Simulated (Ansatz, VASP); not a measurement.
**Two plane-wave programs on BaTiO3**

Contents of INCAR:

```
PREC     = Accurate       # precision mode
ENCUT    = 1340           # plane-wave cutoff, eV
EDIFF    = 1E-6           # SCF threshold, eV
ISMEAR   = -1             # smearing method
SIGMA    = 0.05           # smearing width, eV
LREAL    = False          # projectors in reciprocal space
LASPH    = True           # aspherical terms in the spheres
NELM     = 120            # most SCF steps
ALGO     = Normal         # electronic algorithm
ISIF     = 2              # what is computed and relaxed
LWAVE    = False          # write WAVECAR
LCHARG   = True           # write CHGCAR
GGA      = PE             # functional
LELF     = True           # ELF
LVHAR    = True         
NBANDS   = 28             # bands
GGA_COMPAT= False
```

KPOINTS

```
regular mesh
0
Gamma
  7 7 7
```

Contents of POSCAR:

```
BaTiO3
1.0
    3.9587508719      0.0000000000      0.0000000000
    0.0000000000      2.8178598290      2.8260544582
    0.0000000000     -2.8178598290      2.8260544582
Ba Ti O
1 1 3
Direct
    0.0000000000      0.0000000000      0.0000000000
    0.5000000000      0.5124000000      0.5124000000
    0.5000000000      0.9918400000      0.5052400000
    0.5000000000      0.5052400000      0.9918400000
    0.0000000000      0.4874000000      0.4874000000
```

File input.yaml:

```yaml
crystal:
  lattice:
    - [3.9587508719, 0.0, 0.0]
    - [0.0, 2.817859829, 2.8260544582]
    - [0.0, -2.817859829, 2.8260544582]
  atoms:
    - { symbol: Ba, position: [0.0, 0.0, 0.0] }
    - { symbol: Ti, position: [0.5, 0.5124, 0.5124] }
    - { symbol: O, position: [0.5, 0.99184, 0.50524] }
    - { symbol: O, position: [0.5, 0.50524, 0.99184] }
    - { symbol: O, position: [0.0, 0.4874, 0.4874] }
hamiltonian:
  xc: pbe
  pseudopotentials: { kind: paw, azcp: { folder: soft_1 } }
kpoints:
  mp_grid: { grid: [7, 7, 7] }
scf:
  occupations: { method: fermi_dirac, width: 0.05 }
output:
  forces: true
  stress: true
  eigenvalues: true
```

Alike in both runs: task single point; functional PBE; k mesh 7 × 7 × 7; occupations fermi-dirac, width 0.05 eV; no spin polarisation.

|  | VASP | Ansatz |
| --- | --- | --- |
| version | VASP 6.6.1 | Ansatz 0.2.0 |
| potentials or method | VASP PAW PBE potentials, release 64 (Ba_sv, Ti_sv, O_h) | Ansatz PAW soft_1 |
| plane-wave cutoff (eV) | 1340 | 420 |
| valence electrons in the cell | 40 | 40 |

|  | VASP | Ansatz | Ansatz less VASP |
| --- | --- | --- | --- |
| gap on the k mesh at the Fermi level (eV) | 1.97 | 2.03 | +0.066 |
| least direct gap on the mesh (eV) | 2.08 | 2.10 | +0.020 |
| pressure (GPa) | 7.7 | 6.0 | -1.70 |
| traceless stress, the component that is largest in VASP (GPa) | -0.39 | -0.41 | -0.012 |
| rms of the force components (eV/Å) | 0.109 | 0.107 | -0.0019 |

Atom by atom the forces differ by 0.009 eV/Å (rms over components). With one functional, cell and mesh, what is left measures potentials, basis and numerics.

Neither program's run includes spin-orbit coupling. Noted on Ansatz's run: odd divisions of the mesh miss points on the zone boundary, where band edges often lie, so the gap on the mesh can be too wide.
